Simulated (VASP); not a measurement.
# TiAl (P-6m2) in VASP: notebook

TiAl is run at these levels: PBE; tasks: single point.

Program: VASP 6.6.1. These are calculated values, not measurements. Logs are shortened: lines on timing, memory, paths and dates and some standing lists are left out, and cuts for length are marked.

### Step 1. The cell of the first run

It takes space group P-6m2 (No. 187, hexagonal). The conventional cell has a = 2.953 Å, b = 2.953 Å, c = 4.509 Å, α = 90.00°, β = 90.00°, γ = 120.00°. Ti (site symmetry -6m2) has 6 Al at 2.83 Å and 6 Ti at 2.95 Å within 3.7 Å. Within 3.7 Å of Al (site symmetry -6m2) lie 6 Ti at 2.83 Å and 6 Al at 2.95 Å.

### Step 2. Single point, PBE

INCAR

```
SYSTEM = TiAl
PREC = Accurate ; ENCUT = 520
EDIFF = 1E-6 ; ISMEAR = 0
SIGMA = 0.15 ; LREAL = .False.
LASPH = .True. ; NELM = 100
ALGO = Normal ; ISIF = 2
LWAVE = .False. ; LCHARG = .False.
GGA = PE ; NBANDS = 14
```

KPOINTS

```
regular mesh
0
Gamma
  18 18 10
  0 0 0
```

POSCAR

```
TiAl
1.0
    2.9530000000      0.0000000000      0.0000000000
   -1.4765000000      2.5573730174      0.0000000000
    0.0000000000      0.0000000000      4.5090000000
Ti Al
1 1
Direct
    0.0000000000      0.0000000000      0.0000000000
    0.3333333333      0.6666666667      0.5000000000
```

Potentials or basis: VASP PAW PBE potentials, release 64 (Ti_sv, Al).

Launch:

```
$ cat potpaw_PBE.64/Ti_sv/POTCAR potpaw_PBE.64/Al/POTCAR > POTCAR
$ mpirun -np 1 vasp_std > vasp.out
```

OUTCAR:

```text
SYSTEM = TiAl
   PREC = Accurate
   ENCUT = 520
   EDIFF = 1E-6
   ISMEAR = 0
   LREAL = .False.
   LASPH = .True.
   NELM = 100
   ISIF = 2
   GGA = PE

 ion  position               nearest neighbor table
   1  0.000  0.000  0.000-   2 2.83   2 2.83   2 2.83   2 2.83   2 2.83   2 2.83
   2  0.333  0.667  0.500-   1 2.83   1 2.83   1 2.83   1 2.83   1 2.83   1 2.83

  LATTYP: Found a hexagonal cell.
 ALAT       =     2.9530000000
 C/A-ratio  =     1.5269217745

  Lattice vectors:

 A1 = (   2.9530000000,   0.0000000000,   0.0000000000)
 A2 = (  -1.4765000000,   2.5573730174,   0.0000000000)
 A3 = (   0.0000000000,   0.0000000000,   4.5090000000)

Analysis of symmetry for initial positions (statically):
=====================================================================
 Subroutine PRICEL returns:
 Original cell was already a primitive cell.

 Routine SETGRP: Setting up the symmetry group for a
 hexagonal supercell.

 Subroutine GETGRP returns: Found 12 space group operations
 (whereof 12 operations were pure point group operations)
 out of a pool of 24 trial point group operations.

The static configuration has the point symmetry D_3h.

Analysis of symmetry for dynamics (positions and initial velocities):
=====================================================================
 Subroutine PRICEL returns:
 Original cell was already a primitive cell.

 Routine SETGRP: Setting up the symmetry group for a
 hexagonal supercell.

 Subroutine GETGRP returns: Found 12 space group operations
 (whereof 12 operations were pure point group operations)
 out of a pool of 24 trial point group operations.

The dynamic configuration has the point symmetry D_3h.

 Subroutine INISYM returns: Found 12 space group operations
 (whereof 12 operations are pure point group operations),
 and found     1 'primitive' translations

----------------------------------------------------------------------------------------

                                     Primitive cell

  volume of cell :      34.0516

  direct lattice vectors                    reciprocal lattice vectors
     2.953000000  0.000000000  0.000000000     0.338638673  0.195513129  0.000000000
    -1.476500000  2.557373017  0.000000000     0.000000000  0.391026257  0.000000000
     0.000000000  0.000000000  4.509000000     0.000000000  0.000000000  0.221778665

  length of vectors
     2.953000000  2.953000000  4.509000000     0.391026257  0.391026257  0.221778665

  position of ions in fractional coordinates (direct lattice)
     0.000000000  0.000000000  0.000000000
     0.333333333  0.666666667  0.500000000

  ion indices of the primitive-cell ions
   primitive index   ion index
                 1           1
                 2           2

----------------------------------------------------------------------------------------

 KPOINTS: regular mesh

Automatic generation of k-mesh.
 Grid dimensions read from file:
 generate k-points for:   18   18   10

 Generating k-lattice:

  Cartesian coordinates                     Fractional coordinates (reciprocal lattice)
     0.018813260  0.010861840  0.000000000     0.055555556 -0.000000000  0.000000000
     0.000000000  0.021723681  0.000000000     0.000000000  0.055555556  0.000000000
     0.000000000  0.000000000  0.022177866     0.000000000  0.000000000  0.100000000

  Length of vectors
     0.021723681  0.021723681  0.022177866

  Shift w.r.t. Gamma in fractional coordinates (k-lattice)
     0.000000000  0.000000000  0.000000000

 Subroutine IBZKPT returns following result:
 ===========================================

 Found    222 irreducible k-points:

 Following reciprocal coordinates:
            Coordinates               Weight
  0.000000  0.000000  0.000000      1.000000
  0.055556 -0.000000  0.000000      6.000000
  0.111111 -0.000000  0.000000      6.000000
  0.166667 -0.000000  0.000000      6.000000
  0.222222 -0.000000  0.000000      6.000000
  0.277778  0.000000  0.000000      6.000000
[... 16 lines left out ...]
  0.333333  0.111111  0.000000     12.000000
  0.388889  0.111111  0.000000     12.000000
 [... further k-points ...]
   k-points           NKPTS =    222   k-points in BZ     NKDIM =    222   number of bands    NBANDS=     14
   number of dos      NEDOS =    301   number of ions     NIONS =      2
   total plane-waves  NPLWV =  20736
   dimension x,y,z NGX =    24 NGY =   24 NGZ =   36
   dimension x,y,z NGXF=    48 NGYF=   48 NGZF=   72
   ions per type =               1   1
   NGX,Y,Z   is equivalent  to a cutoff of  13.51, 13.51, 13.27 a.u.
   NGXF,Y,Z  is equivalent  to a cutoff of  27.02, 27.02, 26.55 a.u.
 SYSTEM =  TiAl
   PREC   = accura    normal or accurate (medium, high low for compatibility)
   ISTART =      0    job   : 0-new  1-cont  2-samecut
   ICHARG =      2    charge: 1-file 2-atom 10-const
   ISPIN  =      1    spin polarized calculation?
   LNONCOLLINEAR =      F non collinear calculations
   LSORBIT =      F    spin-orbit coupling
   LASPH  =      T    aspherical Exc in radial PAW
   ENCUT  =  520.0 eV  38.22 Ry    6.18 a.u.   5.49  5.49  8.38*2*pi/ulx,y,z
   NELM   =    100;   NELMIN=  2; NELMDL= -5     # of ELM steps
   EDIFF  = 0.1E-05   stopping-criterion for ELM
   LREAL  =      F    real-space projection
   EDIFFG = 0.1E-04   stopping-criterion for IOM
   NSW    =      0    number of steps for IOM
   IBRION =     -1    ionic relax: 0-MD 1-quasi-New 2-CG
   NFREE  =      0    steps in history (QN), initial steepest desc. (CG)
   ISIF   =      2    stress and relaxation
   ISYM   =      2    0-nonsym 1-usesym 2-fastsym
   POTIM  = 0.5000    time-step for ionic-motion
   TEBEG  =    0.0;   TEEND  =   0.0 temperature during run
   PSTRESS=    0.0 pullay stress
   NELECT =      15.0000    total number of electrons
   NUPDOWN=      -1.0000    fix difference up-down
   EMIN   =  10.00;   EMAX   =-10.00  energy-range for DOS
   EFERMI =   0.00;   METHOD = LEGACY
   ISMEAR =     0;   SIGMA  =   0.15  broadening in eV -4-tet -1-fermi 0-gaus
   EFERMI_NEDOS =   21; number of points for ismear=-14 and -15
   IALGO  =     38    algorithm
   IMIX   =      4    mixing-type and parameters
     AMIX     =   0.40;   BMIX     =  1.00
     AMIX_MAG =   1.60;   BMIX_MAG =  1.00
  volume/ion in A,a.u.               =      17.03       114.90
  Fermi-wavevector in a.u.,A,eV,Ry     =   1.245640  2.353919 21.111070  1.551620
  Thomas-Fermi vector in A             =   2.379854
   LORBIT       =      0    0 simple, 1 ext, 2 COOP (PROOUT), +10 PAW based schemes
   GGA     = PE    functional components
   LHFCALC =     F    Hartree Fock is set to
   AEXX    =    0.0000 exact exchange contribution
   IVDW    =     0    specifies the selected vdW correction
   LEPSILON=     F    determine dielectric tensor
   LRPA    =     F    only Hartree local field effects (RPA)
 non-spin polarized calculation
 Gauss-broadening in eV      SIGMA  =   0.15
  energy-cutoff  :      520.00
  volume of cell :       34.05
 maximum number of plane-waves:       948
 NGX is ok and might be reduce to    24
   NGX = 11   NGY = 11   NGZ = 17

 number of electron      14.9999997 magnetization

 Free energy of the ion-electron system (eV)
  ---------------------------------------------------
  ext. energy  EPLUGINS =         0.00000000
  ---------------------------------------------------
  free energy    TOTEN  =       -12.07083620 eV

  energy without entropy =      -12.03923753  energy(sigma->0) =      -12.05503686

 E-fermi :   7.5980     XC(G=0): -10.8406

 val. band max:        7.5976847759   @ k =   0.2778   0.0000   0.4000
 cond. band min:       7.5983182960   @ k =   0.3333   0.2778   0.3000
 fundamental gap:      0.0006335201
 Fermi energy:         7.5979722754

 k-point     1 :       0.0000    0.0000    0.0000
  band No.  band energies     occupation
      1     -49.0117      2.00000
      2     -25.3305      2.00000
      3     -24.9867      2.00000
      4     -24.9867      2.00000
      5      -1.0983      2.00000
      6       5.5870      2.00000
      7       6.3135      2.00000
      8       8.7861      0.00000
      9       8.7861      0.00000
     10      10.0880      0.00000
     11      10.0880      0.00000
     12      12.1320      0.00000
     13      19.5882      0.00000
     14      19.5882      0.00000

 k-point     2 :       0.0556   -0.0000    0.0000
  band No.  band energies     occupation
      1     -49.0097      2.00000
      2     -25.3284      2.00000
      3     -25.0001      2.00000
      4     -24.9897      2.00000
      5      -1.0256      2.00000
      6       5.6598      2.00000
      7       6.3080      2.00000
      8       8.7159      0.00000
      9       8.8421      0.00000
     10      10.0682      0.00000
     11      10.1273      0.00000
     12      12.1428      0.00000
     13      18.4336      0.00000
     14      18.8922      0.00000

 k-point     3 :       0.1111   -0.0000    0.0000
  band No.  band energies     occupation
      1     -49.0039      2.00000
      2     -25.3223      2.00000
      3     -25.0388      2.00000
      4     -24.9986      2.00000
      5      -0.8086      2.00000
      6       5.8688      2.00000
      7       6.2931      2.00000
      8       8.5214      0.00000
      9       9.0069      0.00000
     10      10.0119      0.00000
     11      10.2435      0.00000
     12      12.1710      0.00000
     13      16.7449      0.00000
     14      18.0127      0.00000
[... 324 lines left out ...]
 k-point    23 :       0.3333    0.1111    0.0000
  band No.  band energies     occupation
      1     -48.9505      2.00000
      2     -25.3625      2.00000
      3     -25.2664      2.00000
      4     -25.1056      2.00000
      5       2.4440      2.00000
      6       6.2913      2.00000
      7       6.3006      2.00000
      8       7.0851      2.00000
      9       9.1430      0.00000
     10      10.3636      0.00000
     11      11.5340      0.00000
     12      12.1051      0.00000
     13      12.9758      0.00000
     14      13.7036      0.00000

 k-point    24 :       0.3889    0.1111    0.0000
  band No.  band energies     occupation
      1     -48.9451      2.00000
      2     -25.3944      2.00000
      3     -25.2607      2.00000
      4     -25.1168      2.00000
      5       3.3535      2.00000
      6       5.4787      2.00000
      7       6.3197      2.00000
      8       6.8970      2.00000
      9       9.0390      0.00000
     10      10.5869      0.00000
     11      11.5404      0.00000
     12      12.4445      0.00000
     13      12.9175      0.00000
     14      13.9418      0.00000

 [... further k-points ...]
[... 5 lines left out ...]
  --------------------------------------------------------------------------------------
  -------------------------------------------------------------------------------------
  Total       -0.6800905     -0.6800905      0.6366034      0.0000000     -0.0000000      0.0000000
  in kB      -31.9992316    -31.9992316     29.9530996      0.0000000     -0.0000000      0.0000000
  external PRESSURE =     -11.3484545 kB  Pullay stress =       0.0000000 kB

 VOLUME and BASIS-vectors are now :
 -----------------------------------------------------------------------------
  energy-cutoff  :      520.00
  volume of cell :       34.05
      direct lattice vectors                 reciprocal lattice vectors
     2.953000000  0.000000000  0.000000000     0.338638673  0.195513129  0.000000000
    -1.476500000  2.557373017  0.000000000     0.000000000  0.391026257  0.000000000
     0.000000000  0.000000000  4.509000000     0.000000000  0.000000000  0.221778665

 POSITION                                       TOTAL-FORCE (eV/Angst)
 -----------------------------------------------------------------------------------
      0.00000      0.00000      0.00000        -0.000000      0.000000      0.000000
     -0.00000      1.70492      2.25450         0.000000      0.000000      0.000000
 -----------------------------------------------------------------------------------
    total drift:                                0.000000     -0.000000      0.000000

  FREE ENERGIE OF THE ION-ELECTRON SYSTEM (eV)
  ---------------------------------------------------
  free  energy   TOTEN  =       -12.0708361996 eV

  energy  without entropy=      -12.0392375292  energy(sigma->0) =      -12.05503686
```

Run time: 32 s. Hardware: 1 thread of Intel Xeon 6975P-C (Granite Rapids), shared host; peak memory 0.23 GiB.

Results:

| Property | Result |
| --- | --- |
| Free energy | -12.0708 eV |
| Pressure | -1.1 GPa |

### Step 3. Single point, PBE

This run uses another cell than the first one, of 16.94 Å³/atom, 0.995 times its volume.

INCAR

```
SYSTEM = TiAl
  PREC = Accurate
  ENCUT = 520
  EDIFF = 1E-6
  ISMEAR = 0
  SIGMA = 0.15
  LREAL = .FALSE.
  LASPH = .TRUE.
  NELM = 60
  ALGO = Normal
  ISIF = 2
  LWAVE = .FALSE.
  LCHARG = .FALSE.
  GGA = PE
  NBANDS = 14
```

KPOINTS

```
regular mesh
0
G
  18 18 10
  0 0 0
```

POSCAR

```
TiAl
1.0
    3.0250000000      0.0000000000      0.0000000000
   -1.5125000000      2.6197268464      0.0000000000
    0.0000000000      0.0000000000      4.2765000000
Ti Al
1 1
Direct
    0.0000000000      0.0000000000      0.0000000000
    0.3333333333      0.6666666667      0.5000000000
```

Potentials or basis: VASP PAW PBE potentials, release 64 (Ti_sv, Al).

Launch:

```
$ cat potpaw_PBE.64/Ti_sv/POTCAR potpaw_PBE.64/Al/POTCAR > POTCAR
$ mpirun -np 1 vasp_std > vasp.out
```

It took 29 s on 1 thread of Intel Xeon 6975P-C (Granite Rapids), shared host; peak memory 0.23 GiB.

It converged, with:

```yaml
Free_energy: -11.9572 eV
Pressure: 1.0 GPa
```

Stress tensor (GPa, compression positive):
```
-3.95  0.00  0.00
 0.00 -3.95  0.00
 0.00  0.00 10.85
```

Levels at points of the mesh, in eV from the Fermi level:
| k point | band 4 | band 5 | band 6 | band 7 | band 8 | band 9 | band 10 | band 11 | band 12 | band 13 |
| --- | --- | --- | --- | --- | --- | --- | --- | --- | --- | --- |
| (0.00, 0.00, 0.00) | -32.66 | -8.60 | -1.76 | -0.59 | 1.09 | 1.09 | 2.28 | 2.28 | 5.45 | 11.18 |
| (0.50, 0.00, 0.00) | -32.74 | -3.92 | -3.11 | -1.29 | -0.78 | 1.69 | 3.37 | 4.10 | 4.88 | 6.05 |
| (0.00, 0.00, 0.50) | -32.66 | -7.31 | -4.96 | 0.32 | 1.14 | 1.14 | 2.08 | 2.08 | 8.94 | 11.32 |
| (0.50, 0.00, 0.50) | -32.74 | -3.80 | -2.18 | -1.77 | 0.30 | 1.21 | 1.26 | 3.37 | 3.86 | 5.91 |
